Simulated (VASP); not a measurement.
Write the native input for VASP 6.6.1 that does the following.

```
Task                   : single point
Functional             : PBE
Potentials or basis    : VASP PAW PBE potentials, release 64 (Ta_pv)
Cutoff                 : 520 eV
k mesh                 : 20 × 20 × 20
Occupations            : gaussian, width 0.15 eV
Spin                   : no spin polarisation
Dipole correction      : no
Further INCAR settings : ALGO = Normal; EDIFF = 1e-07; NBANDS = 12
```

The structure of Ta lies in POSCAR:

```
Ta
1.0
   -1.6512800000      1.6512800000      1.7173312000
    1.6512800000     -1.6512800000      1.7173312000
    1.6512800000      1.6512800000     -1.7173312000
Ta
1
Direct
    0.0000000000      0.0000000000      0.0000000000
```

This cell differs from its parent crystal: strain +0.000 along x and y, +0.040 along z.

The input as run:

INCAR

```
SYSTEM = Ta
ALGO     = Normal         ! electronic algorithm
EDIFF    = 1E-7           ! SCF threshold, eV
ENCUT    = 520            ! plane-wave cutoff, eV
GGA      = PE             ! functional
ISIF     = 2              ! what is computed and relaxed
ISMEAR   = 0              ! smearing method
LASPH    = .True.         ! aspherical terms in the spheres
LCHARG   = .False.        ! write CHGCAR
LREAL    = .False.        ! projectors in reciprocal space
LWAVE    = .False.        ! write WAVECAR
NBANDS   = 12             ! bands
NELM     = 100            ! most SCF steps
PREC     = Accurate       ! precision mode
SIGMA    = 0.15           ! smearing width, eV
```

KPOINTS

```
k-points
0
Gamma
  20 20 20
  0 0 0
```

Potentials or basis: VASP PAW PBE potentials, release 64 (Ta_pv).

Launch:

```bash
$ cat potpaw_PBE.64/Ta_pv/POTCAR > POTCAR
$ mpirun -np 1 vasp_std > vasp.out
```

It gave:

```json
{"Pressure": "-4.2 GPa"}
```

Caveat: the cell differs from its parent crystal (strain +0.000 along x and y, +0.040 along z).

Wall time 92 s on 1 thread of AMD EPYC 7R13 Processor (Zen 3), with other jobs on the host, peak memory 0.22 GiB.
